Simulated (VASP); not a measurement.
# Ge (Fd-3m) in VASP: settings compared

The runs below take Ge through electric field gradients, with LDA, PBE, r2SCAN.

Everything below comes from runs of VASP 6.6.1. Logs are shortened: lines on timing, memory, paths and dates and some standing lists are left out, and cuts for length are marked.

**Measured values to compare with.**

From “Electronic and optical properties of SixGe1-x-ySny alloys lattice-matched to Ge”, 2021, arxiv:2109.02782, for a bulk crystal of Ge at 300 K: band gap 0.807 eV (direct).

How close the calculation comes is told below.

**1. The cell of the first run**

The structure is cubic, space group Fd-3m (No. 227). The conventional cell has a = 5.658 Å, b = 5.658 Å, c = 5.658 Å, α = 90.00°, β = 90.00°, γ = 90.00°. Within 3.2 Å of Ge (site symmetry -43m) lie 4 Ge at 2.45 Å.

**2. Electric field gradients, LDA**

The input, INCAR:

```
  ALGO = Normal
  EDIFF = 1E-8
  ENCUT = 520
  ISIF = 2
  ISMEAR = -1
  LASPH = True
  LCHARG = False
  LEFG = True
  LREAL = False
  LWAVE = False
  NBANDS = 21
  NELM = 100
  PREC = Accurate
  SIGMA = 0.05
```

The input, KPOINTS:

```
k-points
0
Gamma
  11 11 11
```

The input, POSCAR:

```
Ge
1.0
    0.0000000000      2.8287700000      2.8287700000
    2.8287700000      0.0000000000      2.8287700000
    2.8287700000      2.8287700000      0.0000000000
Ge
2
Direct
    0.5000000000      0.5000000000      0.5000000000
    0.7500000000      0.7500000000      0.7500000000
```

Potentials or basis: VASP PAW LDA potentials, release 64 (Ge_d).

On the command line:

```console
$ cat potpaw_LDA.64/Ge_d/POTCAR > POTCAR
$ mpirun -np 1 vasp_std > vasp.out
```

OUTCAR:

```text
EDIFF = 1E-8
   ENCUT = 520
   ISIF = 2
   ISMEAR = -1
   LASPH = True
   LREAL = False
   NELM = 100
   PREC = Accurate

 ion  position               nearest neighbor table
   1  0.500  0.500  0.500-   2 2.45   2 2.45   2 2.45   2 2.45
   2  0.750  0.750  0.750-   1 2.45   1 2.45   1 2.45   1 2.45

  LATTYP: Found a face centered cubic cell.
 ALAT       =     5.6575400000

  Lattice vectors:

 A1 = (   0.0000000000,   2.8287700000,   2.8287700000)
 A2 = (   2.8287700000,   0.0000000000,   2.8287700000)
 A3 = (   2.8287700000,   2.8287700000,   0.0000000000)

Analysis of symmetry for initial positions (statically):
=====================================================================
 Subroutine PRICEL returns:
 Original cell was already a primitive cell.

 Routine SETGRP: Setting up the symmetry group for a
 face centered cubic supercell.

 Subroutine GETGRP returns: Found 48 space group operations
 (whereof 24 operations were pure point group operations)
 out of a pool of 48 trial point group operations.

The static configuration has the point symmetry T_d .
 The point group associated with its full space group is O_h .

Analysis of symmetry for dynamics (positions and initial velocities):
=====================================================================
 Subroutine PRICEL returns:
 Original cell was already a primitive cell.

 Routine SETGRP: Setting up the symmetry group for a
 face centered cubic supercell.

 Subroutine GETGRP returns: Found 48 space group operations
 (whereof 24 operations were pure point group operations)
 out of a pool of 48 trial point group operations.

The dynamic configuration has the point symmetry T_d .
 The point group associated with its full space group is O_h .

 Subroutine INISYM returns: Found 48 space group operations
 (whereof 24 operations are pure point group operations),
 and found     1 'primitive' translations

----------------------------------------------------------------------------------------

                                     Primitive cell

  volume of cell :      45.2713

  direct lattice vectors                    reciprocal lattice vectors
     0.000000000  2.828770000  2.828770000    -0.176755268  0.176755268  0.176755268
     2.828770000  0.000000000  2.828770000     0.176755268 -0.176755268  0.176755268
[... 125 lines left out ...]
 Free energy of the ion-electron system (eV)
  ---------------------------------------------------
  ext. energy  EPLUGINS =         0.00000000
  ---------------------------------------------------
  free energy    TOTEN  =       -10.38772728 eV

  energy without entropy =      -10.38704862  energy(sigma->0) =      -10.38738795

 E-fermi :   4.7193     XC(G=0): -10.2891

 val. band max:        4.5825575320   @ k =   0.0000   0.0000   0.0000
 cond. band min:       4.7245646407   @ k =   0.0000   0.0000   0.0000
 fundamental gap:      0.1420071087
 Fermi energy:         4.7193496036

 k-point     1 :       0.0000    0.0000    0.0000
  band No.  band energies     occupation
      1     -20.2147      2.00000
      2     -20.2147      2.00000
      3     -20.2147      2.00000
      4     -20.1779      2.00000
      5     -20.1779      2.00000
      6     -19.9673      2.00000
[... 565 lines left out ...]
     20      14.1947      0.00000
     21      14.4668      0.00000

 [... further k-points ...]

------------------------ aborting loop because EDIFF is reached ----------------------------------------

  FORCE on cell =-STRESS in cart. coord.  units (eV):
  Direction    XX          YY          ZZ          XY          YZ          ZX
  --------------------------------------------------------------------------------------
  -------------------------------------------------------------------------------------
  Total       -0.3356679     -0.3356679     -0.3356679      0.0000000      0.0000000      0.0000000
  in kB      -11.8794811    -11.8794811    -11.8794811      0.0000000      0.0000000      0.0000000
  external PRESSURE =     -11.8794811 kB  Pullay stress =       0.0000000 kB

 VOLUME and BASIS-vectors are now :
 -----------------------------------------------------------------------------
  energy-cutoff  :      520.00
  volume of cell :       45.27
      direct lattice vectors                 reciprocal lattice vectors
     0.000000000  2.828770000  2.828770000    -0.176755268  0.176755268  0.176755268
     2.828770000  0.000000000  2.828770000     0.176755268 -0.176755268  0.176755268
     2.828770000  2.828770000  0.000000000     0.176755268  0.176755268 -0.176755268

 POSITION                                       TOTAL-FORCE (eV/Angst)
 -----------------------------------------------------------------------------------
      2.82877      2.82877      2.82877        -0.000000     -0.000000     -0.000000
      4.24315      4.24315      4.24315         0.000000      0.000000      0.000000
 -----------------------------------------------------------------------------------
    total drift:                                0.000000     -0.000000      0.000000

  FREE ENERGIE OF THE ION-ELECTRON SYSTEM (eV)
  ---------------------------------------------------
  free  energy   TOTEN  =       -10.3877272791 eV

  energy  without entropy=      -10.3870486246  energy(sigma->0) =      -10.38738795

 Electric field gradients (V/A^2)
---------------------------------------------------------------------
 ion       V_xx      V_yy      V_zz      V_xy      V_xz      V_yz
---------------------------------------------------------------------
   1       0.000    -0.000    -0.000     0.003     0.003     0.003
   2       0.000    -0.000    -0.000     0.003     0.003     0.003
---------------------------------------------------------------------

 Electric field gradients after diagonalization (V/A^2)
 (convention: |V_zz| > |V_xx| > |V_yy|)
----------------------------------------------------------------------
 ion       V_xx      V_yy      V_zz     asymmetry (V_yy - V_xx)/ V_zz
----------------------------------------------------------------------
   1      -0.003    -0.003     0.007       0.000
   2      -0.003    -0.003     0.007       0.000
----------------------------------------------------------------------

           NMR quadrupolar parameters

 Cq : quadrupolar parameter    Cq=e*Q*V_zz/h
 eta: asymmetry parameters     (V_yy - V_xx)/ V_zz
 Q  : nuclear electric quadrupole moment in mb (millibarn)
----------------------------------------------------------------------
 ion       Cq(MHz)       eta       Q (mb)
----------------------------------------------------------------------
   1       0.000       0.000       1.000
   2       0.000       0.000       1.000
----------------------------------------------------------------------
```

OSZICAR:

```text
N       E                     dE             d eps       ncg     rms          rms(c)
DAV:   1     0.191196476495E+03    0.19120E+03   -0.14774E+04  2638   0.360E+03
DAV:   2     0.170542959002E+02   -0.17414E+03   -0.16849E+03  2367   0.607E+02
DAV:   3    -0.966862996808E+01   -0.26723E+02   -0.26563E+02  2697   0.142E+02
DAV:   4    -0.105478653070E+02   -0.87924E+00   -0.87880E+00  2622   0.304E+01
DAV:   5    -0.105619329944E+02   -0.14068E-01   -0.14067E-01  2692   0.421E+00    0.328E+00
DAV:   6    -0.104456515037E+02    0.11628E+00   -0.36405E-02  2617   0.162E+00    0.188E+00
DAV:   7    -0.103870143717E+02    0.58637E-01   -0.72781E-02  2503   0.197E+00    0.138E-01
DAV:   8    -0.103876843437E+02   -0.66997E-03   -0.54671E-03  2712   0.820E-01    0.488E-02
DAV:   9    -0.103877306860E+02   -0.46342E-04   -0.81259E-05  2722   0.885E-02    0.127E-02
DAV:  10    -0.103877273008E+02    0.33852E-05   -0.82207E-06  3192   0.400E-02    0.416E-03
DAV:  11    -0.103877272820E+02    0.18770E-07   -0.86555E-07  2497   0.833E-03    0.171E-03
DAV:  12    -0.103877272791E+02    0.29268E-08   -0.78585E-08  3182   0.398E-03
   1 F= -.10387727E+02 E0= -.10387388E+02  d E =-.678654E-03
```

stdout:

```text
POSCAR found type information on POSCAR Ge
 POSCAR found :  1 types and       2 ions
 scaLAPACK will be used
 LDA part: xc-table for (Slater(with rela. corr.)+CA(PZ))
 , standard interpolation
 POSCAR, INCAR and KPOINTS ok, starting setup
 FFT: planning ... GRIDC
 FFT: planning ... GRID_SOFT
 FFT: planning ... GRID
 WAVECAR not read
 entering main loop
ion   1

ion   2
```

It took 25 s on 1 thread of Intel Xeon 6975P-C (Granite Rapids), shared host; peak memory 0.16 GiB.

What came out:

| Property | Result |
| --- | --- |
| Free energy | -10.3877 eV |
| Pressure | -1.2 GPa |
| Band gap on the k mesh | zero (filled and empty bands touch) |
| Largest electric field gradient by atom | zero within the noise of the run |

Levels at points of the mesh, in eV from the Fermi level:
```tsv
k point	band 11	band 12	band 13	band 14	band 15	band 16	band 17	band 18
(0.00, 0.00, 0.00)	-12.80	-0.14	0.01	0.01	0.01	2.53	2.53	2.53
```

Caveat: semilocal functionals underestimate gaps, so a narrow gap can read as zero.

(Part 1 of 2 ends here.)
